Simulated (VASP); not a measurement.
Here is a VASP 6.6.1 calculation.

The input INCAR:

```
PREC = Accurate
ENCUT = 520
EDIFF = 1E-7
ISMEAR = 0
SIGMA = 0.02
LREAL = False
LASPH = True
NELM = 80
ALGO = Normal
ISIF = 2
LWAVE = False
LCHARG = True
GGA = PS
LELF = True
LVHAR = True
NBANDS = 40
```

File KPOINTS:

```
regular mesh
0
Gamma
  6 6 4
```

File POSCAR:

```
Li5NbO5
1.0
    4.7518940167     -1.9739269666      0.0031986372
    4.7518940167      1.9739269666      0.0031986372
   -1.8325829291      0.0000000000      5.5182366185
Li Nb O
5 1 5
Direct
    0.7111738918      0.7111738918      0.3432548355
    0.6905813780      0.6905813780      0.8621088007
    0.0000000000      0.0000000000      0.5000000000
    0.3094186220      0.3094186220      0.1378911993
    0.2888261082      0.2888261082      0.6567451645
    0.0000000000      0.0000000000      0.0000000000
    0.8536121862      0.8536121862      0.1738324230
    0.8423433943      0.8423433943      0.6817848362
    0.5000000000      0.5000000000      0.0000000000
    0.1576566057      0.1576566057      0.3182151638
    0.1463878138      0.1463878138      0.8261675770
```

Potentials or basis: VASP PAW PBE potentials, release 64 (Li_sv, Nb_sv, O).

The run is started by

```bash
$ cat potpaw_PBE.64/Li_sv/POTCAR potpaw_PBE.64/Nb_sv/POTCAR potpaw_PBE.64/O/POTCAR > POTCAR
$ mpirun -np 1 vasp_std > vasp.out
```

Problem. Predict the largest force.

Solution. 0.286 eV/Å.

Problem. Estimate the band gap on the k mesh.

Solution. 3.16 eV (least direct gap 3.20 eV).

Forces on the atoms (eV/Å):
```
Li  -0.049  0.000  0.067
Li  -0.040  0.000 -0.047
Li   0.000  0.000  0.000
Li   0.040  0.000  0.047
Li   0.049  0.000 -0.067
Nb   0.000  0.000  0.000
O   -0.282  0.000  0.048
O   -0.032  0.000  0.016
O    0.000  0.000  0.000
O    0.032  0.000 -0.016
O    0.282  0.000 -0.048
```

Caveat: the cell differs from its parent crystal (biaxial strain in the a-b plane: -1.5 %); the PAW data sets were made with another functional, which shifts forces and pressure a little. A k mesh can miss the band edges.
